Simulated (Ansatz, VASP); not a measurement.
Two plane-wave programs on ZnS

```xyz
4
Lattice="0.0000 -2.7046 -2.7046 0.0000 2.7046 -2.7046 5.4093 0.0000 0.0000" Properties=species:S:1:pos:R:3 pbc="T T T"
Zn    2.7046   -0.1326   -2.8372
Zn    0.0000    0.1326    0.1326
S     1.3523    1.2716   -1.4330
S     4.0570   -1.2716   -1.2716
```

Change from the starting cell: mode 4 (93.6 1/cm) frozen in, largest displacement +0.188 Å.

Alike in both runs: task single point; functional r2SCAN; k mesh 6 × 6 × 4; occupations gaussian, width 0.05 eV; no spin polarisation.

|  | VASP | Ansatz |
| --- | --- | --- |
| version | VASP 6.6.1 | Ansatz 0.2.0 |
| potentials or method | VASP PAW PBE potentials, release 64 (Zn, S), cutoff 520 eV | scalar-relativistic, plane waves, PAW |
| valence electrons in the cell | 36 | 36 |

Ansatz gave:

| Quantity | Value |
| --- | --- |
| gap on the k mesh at the Fermi level (eV) | 2.56 |
| least direct gap on the mesh (eV) | 2.56 |
| pressure (GPa) | -1.1 |
| traceless stress, the component that is largest in VASP (GPa) | 0.46 |
| rms of the force components (eV/Å) | 0.198 |

Problem. What did VASP give for the same quantities?

Solution. gap on the k mesh at the Fermi level (eV): 2.57; least direct gap on the mesh (eV): 2.57; pressure (GPa): -1.1; traceless stress, the component that is largest in VASP (GPa): 0.44; rms of the force components (eV/Å): 0.197.

VASP's potentials were made for PBE, not for r2SCAN. Atom by atom the forces differ by 0.001 eV/Å (rms over components). The functional is the same, so the differences come from potentials, cutoffs and numerics.
